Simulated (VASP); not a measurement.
# SiC16 in VASP: notebook

The runs below take SiC16 through single point, with PBE+D3(BJ).

All numbers are computed with VASP 6.6.1; they aren't measurements. Logs are shortened: lines on timing, memory, paths and dates and some standing lists are left out, and cuts for length are marked.

**1. The cell of the first run**

The cell holds a slab with vacuum, 17 atoms: a = 4.930 Å, b = 4.422 Å, c = 22.694 Å, α = 90.00°, β = 90.00°, γ = 90.00°.

**2. Single point, PBE+D3(BJ), collinear spin**

Contents of INCAR:

```
SYSTEM = SiC16
PREC = Accurate
ENCUT = 520
EDIFF = 1E-7
ISMEAR = 0
SIGMA = 0.05
LREAL = Auto
LASPH = .True.
NELM = 150
ALGO = Normal
ISIF = 2
LWAVE = .False.
LCHARG = .True.
ISPIN = 2
MAGMOM = 0 0 0 0 0 0 0 0 0 0 0 0 0 0 0 0 2
LORBIT = 11
LDIPOL = .True.
IDIPOL = 3
DIPOL = 0.5 0.5 0.310
GGA = PE
IVDW = 12
LELF = .True.
LVHAR = .True.
LVACPOTAV = .True.
NBANDS = 52
```

Contents of KPOINTS:

```
Automatic mesh
0
Gamma
  6 6 1
  0 0 0
```

Contents of POSCAR:

```
SiC16
1.0
    4.9298676323      0.0000000000      0.0000000000
    0.0000000000      4.4224271195      0.0000000000
    0.0000000000      0.0000000000     22.6937497910
C Si
16 1
Direct
    0.2500000000      0.4155274488      0.1762599851
    0.7500000000      0.4155274488      0.1762599851
    0.0000000000      0.5195584910      0.2001803947
    0.5000000000      0.5195584910      0.2001803947
    0.0000000000      0.7272227621      0.2480852155
    0.5000000000      0.7272227621      0.2480852155
    0.2500000000      0.8312538043      0.2720056251
    0.7500000000      0.8312538043      0.2720056251
    0.2500000000      0.0442051686      0.3198734326
    0.7500000000      0.0442051686      0.3198734326
    0.0000000000      0.1500808487      0.3425973485
    0.5000000000      0.1500808487      0.3425973485
    0.0000000000      0.3779776253      0.3900566375
    0.5000000000      0.3779776253      0.3900566375
    0.2500000000      0.4764186278      0.4095290499
    0.7500000000      0.4764186278      0.4095290499
    0.5000000000      1.2264186278      0.5593500373
```

Potentials or basis: VASP PAW PBE potentials, release 64 (C, Si).

Started as:

```
cat potpaw_PBE.64/C/POTCAR potpaw_PBE.64/Si/POTCAR > POTCAR
mpirun -np 1 vasp_std > vasp.out
```

OUTCAR:

```text
SYSTEM = SiC16
   PREC = Accurate
   ENCUT = 520
   EDIFF = 1E-7
   ISMEAR = 0
   LREAL = Auto
   LASPH = .True.
   NELM = 150
   ISIF = 2
   ISPIN = 2
   LORBIT = 11
   GGA = PE
   IVDW = 12
 IVDW          = 12

 ion  position               nearest neighbor table
   1  0.250  0.416  0.176-   3 1.42   4 1.42
   2  0.750  0.416  0.176-   3 1.42   4 1.42
   3  0.000  0.520  0.200-   5 1.42   2 1.42   1 1.42
   4  0.500  0.520  0.200-   6 1.42   2 1.42   1 1.42
   5  0.000  0.727  0.248-   3 1.42   7 1.42   8 1.42
   6  0.500  0.727  0.248-   4 1.42   7 1.42   8 1.42
   7  0.250  0.831  0.272-   5 1.42   6 1.42   9 1.44
   8  0.750  0.831  0.272-   5 1.42   6 1.42  10 1.44
   9  0.250  0.044  0.320-  11 1.42  12 1.42   7 1.44
  10  0.750  0.044  0.320-  11 1.42  12 1.42   8 1.44
  11  0.000  0.150  0.343-   9 1.42  10 1.42  13 1.48
  12  0.500  0.150  0.343-   9 1.42  10 1.42  14 1.48
  13  0.000  0.378  0.390-  15 1.38  16 1.38  11 1.48
  14  0.500  0.378  0.390-  15 1.38  16 1.38  12 1.48
  15  0.250  0.476  0.410-  13 1.38  14 1.38
  16  0.750  0.476  0.410-  13 1.38  14 1.38
  17  0.500  0.226  0.559-

  LATTYP: Found a simple orthorhombic cell.
 ALAT       =     4.4224271195
 B/A-ratio  =     1.1147425382
 C/A-ratio  =     5.1315147040

  Lattice vectors:

 A1 = (   0.0000000000,  -4.4224271195,   0.0000000000)
 A2 = (   4.9298676323,   0.0000000000,   0.0000000000)
 A3 = (   0.0000000000,   0.0000000000,  22.6937497910)

Analysis of symmetry for initial positions (statically):
=====================================================================
 Subroutine PRICEL returns:
 Original cell was already a primitive cell.

 Routine SETGRP: Setting up the symmetry group for a
 simple orthorhombic supercell.

 Subroutine GETGRP returns: Found  2 space group operations
 (whereof  2 operations were pure point group operations)
 out of a pool of  8 trial point group operations.

The static configuration has the point symmetry C_1h.

Analysis of symmetry for dynamics (positions and initial velocities):
=====================================================================
 Subroutine PRICEL returns:
 Original cell was already a primitive cell.

 Routine SETGRP: Setting up the symmetry group for a
 simple orthorhombic supercell.

 Subroutine GETGRP returns: Found  2 space group operations
 (whereof  2 operations were pure point group operations)
 out of a pool of  8 trial point group operations.

The dynamic configuration has the point symmetry C_1h.

Analysis of structural, dynamic, and magnetic symmetry:
=====================================================================
 Subroutine PRICEL returns:
 Original cell was already a primitive cell.

 Routine SETGRP: Setting up the symmetry group for a
 simple orthorhombic supercell.

 Subroutine GETGRP returns: Found  2 space group operations
 (whereof  2 operations were pure point group operations)
 out of a pool of  8 trial point group operations.

The overall configuration has the point symmetry C_1h.

 Subroutine INISYM returns: Found  2 space group operations
 (whereof  2 operations are pure point group operations),
 and found     1 'primitive' translations

----------------------------------------------------------------------------------------

                                     Primitive cell

  volume of cell :     494.7687

  direct lattice vectors                    reciprocal lattice vectors
     4.929867632  0.000000000  0.000000000     0.202845203  0.000000000  0.000000000
     0.000000000  4.422427120  0.000000000     0.000000000  0.226120176  0.000000000
     0.000000000  0.000000000 22.693749791     0.000000000  0.000000000  0.044064996

  length of vectors
     4.929867632  4.422427120 22.693749791     0.202845203  0.226120176  0.044064996

  position of ions in fractional coordinates (direct lattice)
     0.250000000  0.415527449  0.176259985
     0.750000000  0.415527449  0.176259985
     0.000000000  0.519558491  0.200180395
     0.500000000  0.519558491  0.200180395
     0.000000000  0.727222762  0.248085215
     0.500000000  0.727222762  0.248085215
[... 9 lines left out ...]
     0.750000000  0.476418628  0.409529050
     0.500000000  0.226418628  0.559350037

  ion indices of the primitive-cell ions
[... 73 lines left out ...]
   ISTART =      0    job   : 0-new  1-cont  2-samecut
   ICHARG =      2    charge: 1-file 2-atom 10-const
   ISPIN  =      2    spin polarized calculation?
   LNONCOLLINEAR =      F non collinear calculations
   LSORBIT =      F    spin-orbit coupling
   LASPH  =      T    aspherical Exc in radial PAW
   ENCUT  =  520.0 eV  38.22 Ry    6.18 a.u.   9.17  8.22 42.20*2*pi/ulx,y,z
   NELM   =    150;   NELMIN=  2; NELMDL= -5     # of ELM steps
   EDIFF  = 0.1E-06   stopping-criterion for ELM
   LREAL  =      T    real-space projection
   EDIFFG = 0.1E-05   stopping-criterion for IOM
   NSW    =      0    number of steps for IOM
   IBRION =     -1    ionic relax: 0-MD 1-quasi-New 2-CG
   NFREE  =      0    steps in history (QN), initial steepest desc. (CG)
   ISIF   =      2    stress and relaxation
   ISYM   =      2    0-nonsym 1-usesym 2-fastsym
   POTIM  = 0.5000    time-step for ionic-motion
   TEBEG  =    0.0;   TEEND  =   0.0 temperature during run
   PSTRESS=    0.0 pullay stress
   NELECT =      68.0000    total number of electrons
   NUPDOWN=      -1.0000    fix difference up-down
   EMIN   =  10.00;   EMAX   =-10.00  energy-range for DOS
   EFERMI =   0.00;   METHOD = LEGACY
   ISMEAR =     0;   SIGMA  =   0.05  broadening in eV -4-tet -1-fermi 0-gaus
   EFERMI_NEDOS =   21; number of points for ismear=-14 and -15
   IALGO  =     38    algorithm
   IMIX   =      4    mixing-type and parameters
     AMIX     =   0.40;   BMIX     =  1.00
     AMIX_MAG =   1.60;   BMIX_MAG =  1.00
  volume/ion in A,a.u.               =      29.10       196.40
  Fermi-wavevector in a.u.,A,eV,Ry     =   0.844845  1.596526  9.711337  0.713763
  Thomas-Fermi vector in A             =   1.959938
   LORBIT       =     11    0 simple, 1 ext, 2 COOP (PROOUT), +10 PAW based schemes
   GGA     = PE    functional components
   LHFCALC =     F    Hartree Fock is set to
   AEXX    =    0.0000 exact exchange contribution
   IVDW    =    12    specifies the selected vdW correction
   LEPSILON=     F    determine dielectric tensor
   LRPA    =     F    only Hartree local field effects (RPA)
 spin polarized calculation
 Gauss-broadening in eV      SIGMA  =   0.05
  energy-cutoff  :      520.00
  volume of cell :      494.77
 maximum number of plane-waves:     13376
 NGX is ok and might be reduce to    40
   NGX = 19   NGY = 17   NGZ = 85

 dipolmoment           0.000000      0.000000      0.150077 electrons x Angstroem

 number of electron      68.0000008 magnetization       0.1033308

 number of electron      68.0000008 magnetization      -0.6749632

 dipolmoment           0.000000      0.000000     -0.066261 electrons x Angstroem

 Free energy of the ion-electron system (eV)
  ---------------------------------------------------
  ext. energy  EPLUGINS =         0.00000000
  ---------------------------------------------------
  free energy    TOTEN  =      -136.56276494 eV

  energy without entropy =     -136.55432428  energy(sigma->0) =     -136.55854461

 E-fermi :  -1.6393     XC(G=0):  -4.4135

 val. band max:       -1.6451621159   @ k =   0.3333   0.0000   0.0000
 cond. band min:      -1.6289451903   @ k =   0.5000   0.5000   0.0000
 fundamental gap:      0.0162169256
 Fermi energy:        -1.6393126144

 spin component 1

 k-point     1 :       0.0000    0.0000    0.0000
  band No.  band energies     occupation
      1     -20.8121      1.00000
      2     -19.7000      1.00000
      3     -18.0545      1.00000
      4     -16.5704      1.00000
      5     -16.5265      1.00000
      6     -16.2252      1.00000
[... 773 lines left out ...]
     45       4.4713      0.00000
     46       4.8346      0.00000
 Fermi energy:        -1.6393126144

 spin component 2

 k-point     1 :       0.0000    0.0000    0.0000
  band No.  band energies     occupation
      1     -20.8800      1.00000
      2     -19.8385      1.00000
      3     -18.2341      1.00000
      4     -16.6447      1.00000
      5     -16.5654      1.00000
      6     -16.4246      1.00000
[... 773 lines left out ...]
     45       4.6417      0.00000
     46       5.0098      0.00000
 [bands above 46 left out]

------------------------ aborting loop because EDIFF is reached ----------------------------------------

 Edisp (eV)   -2.03827

 E8    (eV) :    -0.6105

  FORCE on cell =-STRESS in cart. coord.  units (eV):
  Direction    XX          YY          ZZ          XY          YZ          ZX
  --------------------------------------------------------------------------------------
  -------------------------------------------------------------------------------------
  Total       1.41900    -2.86064    -2.92600     0.00000    -0.19278     0.00000
  in kB       4.59504    -9.26343    -9.47507     0.00000    -0.62425     0.00000
  external pressure =       -4.71 kB  Pullay stress =        0.00 kB

 VOLUME and BASIS-vectors are now :
 -----------------------------------------------------------------------------
  energy-cutoff  :      520.00
  volume of cell :      494.77
      direct lattice vectors                 reciprocal lattice vectors
     4.929867632  0.000000000  0.000000000     0.202845203  0.000000000  0.000000000
     0.000000000  4.422427120  0.000000000     0.000000000  0.226120176  0.000000000
     0.000000000  0.000000000 22.693749791     0.000000000  0.000000000  0.044064996

 POSITION                                       TOTAL-FORCE (eV/Angst)
 -----------------------------------------------------------------------------------
      1.23247      1.83764      4.00000        -0.004601      1.653284      1.970276
      3.69740      1.83764      4.00000         0.004601      1.653284      1.970276
      0.00000      2.29771      4.54284         0.000000     -2.155731     -2.566796
      2.46493      2.29771      4.54284         0.000000     -2.156093     -2.568920
      0.00000      3.21609      5.62998         0.000000      0.688518      0.870625
      2.46493      3.21609      5.62998         0.000000      0.686456      0.864388
[... 9 lines left out ...]
      3.69740      2.10693      9.29375        -0.020171      0.123178      0.753007
      2.46493      1.00132     12.69375         0.000000      0.227823     -0.605051
 -----------------------------------------------------------------------------------
    total drift:                                0.000000     -0.019978     -0.032653

  FREE ENERGIE OF THE ION-ELECTRON SYSTEM (eV)
  ---------------------------------------------------
  free  energy   TOTEN  =      -138.6010329586 eV

  energy  without entropy=     -138.5925922925  energy(sigma->0) =     -138.59681263

 vacuum level on the upper side and lower side of the slab         2.718         3.270

 total charge

# of ion       s       p       d       tot
------------------------------------------
    1        0.864   1.574   0.000   2.439
    2        0.864   1.574   0.000   2.439
    3        0.861   1.767   0.000   2.628
    4        0.861   1.767   0.000   2.628
    5        0.864   1.780   0.000   2.644
    6        0.864   1.780   0.000   2.644
[... 9 lines left out ...]
   16        0.919   1.600   0.000   2.518
   17        0.960   0.512   0.000   1.473
--------------------------------------------------
tot         14.899  28.153   0.000  43.052

 magnetization (x)

# of ion       s       p       d       tot
------------------------------------------
    1       -0.102  -0.541   0.000  -0.643
    2       -0.102  -0.541   0.000  -0.643
    3       -0.003   0.022   0.000   0.020
    4       -0.003   0.022   0.000   0.019
    5       -0.012  -0.078   0.000  -0.090
    6       -0.012  -0.078   0.000  -0.090
[... 9 lines left out ...]
   16        0.001   0.030   0.000   0.031
   17        0.005   0.453   0.000   0.458
--------------------------------------------------
tot         -0.221  -0.624   0.000  -0.845
```

Wall time 78 min (1 thread of Oxide Virtual Turin-like, shared host); peak memory 1.1 GiB.

Results:

- Free energy: -138.6010 eV
- Largest force: 3.354 eV/Å
- Net moment: -0.67 μB per cell
- Site moments: C -0.64, +0.02, -0.09, -0.02, +0.04, +0.00, -0.00, +0.03 (each value once); Si +0.46 μB
- Valence electrons inside the program's atomic spheres: C 2.44, 2.63, 2.64, 2.65, 2.61, 2.67, 2.52 (each value once); Si 1.47
- Dispersion energy per atom: -0.120 eV

Forces in eV/Å, atoms in the order of the input:
```
C   -0.005  1.653  1.970
C    0.005  1.653  1.970
C    0.000 -2.156 -2.567
C    0.000 -2.156 -2.569
C    0.000  0.689  0.871
C    0.000  0.686  0.864
C   -0.003 -0.170 -0.216
C    0.003 -0.170 -0.216
C   -0.024 -0.083 -0.098
C    0.024 -0.083 -0.098
C    0.000  0.135  0.018
C    0.000  0.262  0.011
C    0.000 -0.385 -0.392
C    0.000 -0.349 -0.452
C    0.020  0.123  0.753
C   -0.020  0.123  0.753
Si   0.000  0.228 -0.605
```

**3. Single point, PBE+D3(BJ), collinear spin**

INCAR, as its differences from that of step 2:

```diff
@@ -3,3 +3,3 @@
 ENCUT = 520
-EDIFF = 1E-7
+EDIFF = 1E-6
 ISMEAR = 0
```

Contents of KPOINTS:

```
regular mesh
0
Gamma
  6 6 1
  0 0 0
```

POSCAR, as its differences from that of step 2:

```diff
@@ -24,2 +24,2 @@
     0.7500000000      0.4764186278      0.4095290499
-    0.5000000000      1.2264186278      0.5593500373
+    0.2500000000      1.2264186278      0.5593500373
```

Potentials or basis: VASP PAW PBE potentials, release 64 (C, Si).

Started as:

```
cat potpaw_PBE.64/C/POTCAR potpaw_PBE.64/Si/POTCAR > POTCAR
mpirun -np 1 vasp_std > vasp.out
```

OUTCAR:

```text
SYSTEM = SiC16
   PREC = Accurate
   ENCUT = 520
   EDIFF = 1E-6
   ISMEAR = 0
   LREAL = Auto
   LASPH = .True.
   NELM = 150
   ISIF = 2
   ISPIN = 2
   LORBIT = 11
   GGA = PE
   IVDW = 12
 IVDW          = 12

 ion  position               nearest neighbor table
   1  0.250  0.416  0.176-   3 1.42   4 1.42
   2  0.750  0.416  0.176-   3 1.42   4 1.42
   3  0.000  0.520  0.200-   5 1.42   2 1.42   1 1.42
   4  0.500  0.520  0.200-   6 1.42   2 1.42   1 1.42
   5  0.000  0.727  0.248-   3 1.42   7 1.42   8 1.42
   6  0.500  0.727  0.248-   4 1.42   7 1.42   8 1.42
   7  0.250  0.831  0.272-   5 1.42   6 1.42   9 1.44
   8  0.750  0.831  0.272-   5 1.42   6 1.42  10 1.44
   9  0.250  0.044  0.320-  11 1.42  12 1.42   7 1.44
  10  0.750  0.044  0.320-  11 1.42  12 1.42   8 1.44
  11  0.000  0.150  0.343-   9 1.42  10 1.42  13 1.48
[... 1856 lines left out ...]
      3.69740      2.10693      9.29375         0.000000      0.050359      0.023166
      1.23247      1.00132     12.69375         0.000000      0.146832     -0.513247
 -----------------------------------------------------------------------------------
    total drift:                               -0.000000     -0.019814     -0.033705

  FREE ENERGIE OF THE ION-ELECTRON SYSTEM (eV)
  ---------------------------------------------------
  free  energy   TOTEN  =      -138.2300682480 eV

  energy  without entropy=     -138.2130185534  energy(sigma->0) =     -138.22154340

 vacuum level on the upper side and lower side of the slab         2.286         4.152

 total charge

# of ion       s       p       d       tot
------------------------------------------
    1        0.925   1.515   0.000   2.439
    2        0.924   1.515   0.000   2.440
    3        0.864   1.776   0.000   2.639
    4        0.864   1.776   0.000   2.639
    5        0.868   1.762   0.000   2.630
    6        0.868   1.762   0.000   2.630
[... 9 lines left out ...]
   16        0.897   1.615   0.000   2.512
   17        0.957   0.523   0.000   1.480
--------------------------------------------------
tot         14.982  28.076   0.000  43.058

 magnetization (x)

# of ion       s       p       d       tot
------------------------------------------
    1       -0.000  -0.002   0.000  -0.002
    2        0.000   0.000   0.000   0.001
    3       -0.000   0.001   0.000   0.000
    4       -0.000   0.001   0.000   0.000
    5       -0.000   0.001   0.000   0.001
    6       -0.000   0.001   0.000   0.001
[... 9 lines left out ...]
   16       -0.055  -0.360   0.000  -0.415
   17        0.006   0.460   0.000   0.467
--------------------------------------------------
tot         -0.012   0.362   0.000   0.350
```

stdout:

```text
POSCAR found type information on POSCAR C Si
 POSCAR found :  2 types and      17 ions
 scaLAPACK will be used
 LDA part: xc-table for (Slater+PW92), standard interpolation
 POSCAR, INCAR and KPOINTS ok, starting setup
 FFT: planning ... GRIDC
 FFT: planning ... GRID_SOFT
 FFT: planning ... GRID
 WAVECAR not read
 entering main loop
 -----------------------------------------------------------------------------
|                                                                             |
|           W    W    AA    RRRRR   N    N  II  N    N   GGGG   !!!           |
|           W    W   A  A   R    R  NN   N  II  NN   N  G    G  !!!           |
|           W    W  A    A  R    R  N N  N  II  N N  N  G       !!!           |
|           W WW W  AAAAAA  RRRRR   N  N N  II  N  N N  G  GGG   !            |
|           WW  WW  A    A  R   R   N   NN  II  N   NN  G    G                |
|           W    W  A    A  R    R  N    N  II  N    N   GGGG   !!!           |
|                                                                             |
|     Did not find any points to average over, which means that no vacuum     |
|     field-free region was found. Please increase the size of  your cell     |
|     in the dimension of the dipole correction to obtain accurate            |
|     workfunction values.                                                    |
|                                                                             |
 -----------------------------------------------------------------------------
```

It took 83 min on 1 thread of Oxide Virtual Turin-like, shared host; peak memory 1.1 GiB.

Results:

| Item | Value |
| --- | --- |
| Free energy | -138.2301 eV |
| Largest force | 3.040 eV/Å |
| Net moment | 1.44 μB per cell |
| Site moments | C -0.00, +0.00, -0.01, +0.01, +0.30, -0.41 (each value once); Si +0.47 μB |
| Valence electrons inside the program's atomic spheres | C 2.44, 2.64, 2.63, 2.65, 2.62, 2.66, 2.52, 2.51 (each value once); Si 1.48 |
| Dispersion energy per atom | -0.120 eV |

Forces on the atoms (eV/Å):
```
C    0.000  1.226  1.599
C    0.000  1.238  1.574
C   -0.017 -1.926 -2.353
C    0.017 -1.926 -2.353
C   -0.024  0.825  0.988
C    0.024  0.825  0.988
C    0.000 -0.108 -0.171
C    0.000 -0.147 -0.204
C    0.000 -0.037 -0.115
C    0.000 -0.075 -0.121
C   -0.120  0.230  0.191
C    0.120  0.230  0.191
C   -0.102 -0.339 -0.464
C    0.102 -0.339 -0.464
C    0.000  0.125  1.203
C    0.000  0.050  0.023
Si   0.000  0.147 -0.513
```

Caveat: a moment this small can come from the mesh or the smearing.
